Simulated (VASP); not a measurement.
# Co: single point with LDA

Co:

```
Co
1.0
     2.25405    0.00000    0.00000
     0.00000    2.25405    0.00000
     0.00000    0.00000    2.25405
Co
1
Direct
  0.00000 0.00000 0.00000
```

This isn't the form of Co at room conditions, which is hcp.

- Program: VASP 6.6.1
- Task: single point
- Functional: LDA
- Potentials or basis: VASP PAW LDA potentials, release 64 (Co)
- Cutoff: 520 eV
- k mesh: 16 × 16 × 16
- Occupations: fermi-dirac, width 0.1 eV
- Spin: no spin polarisation
- Dipole correction: no
- Further INCAR settings: ALGO = Normal; EDIFF = 1e-06; NBANDS = 10

- Pressure: -8.9 GPa
- Band gap on the k mesh: zero (an odd number of electrons rules out a gap without spin polarisation)

Levels at points of the mesh, in eV from the Fermi level:
```csv
k point,band 1,band 2,band 3,band 4,band 5,band 6,band 7,band 8
"(0.00, 0.00, 0.00)",-8.42,-3.81,-3.81,0.52,0.52,0.52,20.71,20.71
"(0.50, 0.00, 0.00)",-4.03,-3.24,-1.18,-0.89,-0.89,0.65,5.10,24.77
"(0.50, 0.50, 0.00)",-4.67,-2.74,-0.60,-0.60,1.47,5.70,5.70,12.40
"(0.50, 0.50, 0.50)",-3.44,-3.44,-3.44,1.55,1.55,13.15,13.15,13.15
```

Run time: 30 s on 1 thread of Intel Xeon 8259CL, with other jobs on the host, peak memory 0.13 GiB.

Caveat: the cell stands under tension; the run has no spin polarisation, though such a crystal can be magnetic. Spin polarisation is off, so any magnetic state and its effect on volume and gap are missing.
